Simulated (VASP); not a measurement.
Hf, 1 atom in the cell. The structure is tetragonal, space group I4/mmm (No. 139). The conventional cell has a = 3.700 Å, b = 3.700 Å, c = 3.791 Å, α = 90.00°, β = 90.00°, γ = 90.00°. Within 4.3 Å of Hf (site symmetry 4/mmm) lie 14 Hf at 3.23 to 3.79 Å.  This cell differs from its parent crystal: strain +0.025 along x and y, +0.050 along z.

```yaml
Program: VASP 6.6.1
Task: single point
Functional: PBEsol
Potentials_or_basis: VASP PAW PBE potentials, release 64 (Hf_pv)
Cutoff: 520 eV
k_mesh: 18 × 18 × 18
Occupations: gaussian, width 0.15 eV
Spin: no spin polarisation
Dipole_correction: no
Further_INCAR_settings: ALGO = Fast; EDIFF = 1e-06; NBANDS = 11
```

Potentials or basis: VASP PAW PBE potentials, release 64 (Hf_pv).

Run with:

```sh
$ cat potpaw_PBE.64/Hf_pv/POTCAR > POTCAR
$ mpirun -np 1 vasp_std > vasp.out
```

Hardware: 1 thread of Intel(R) Xeon(R) 6975P-C (Granite Rapids), on a shared host.

Question: Estimate the wall time of this run.

Answer: It took 31 s on 1 thread of Intel(R) Xeon(R) 6975P-C (Granite Rapids), with other jobs on the host, peak memory 0.25 GiB. Counts: scf iterations 13, k points 480.
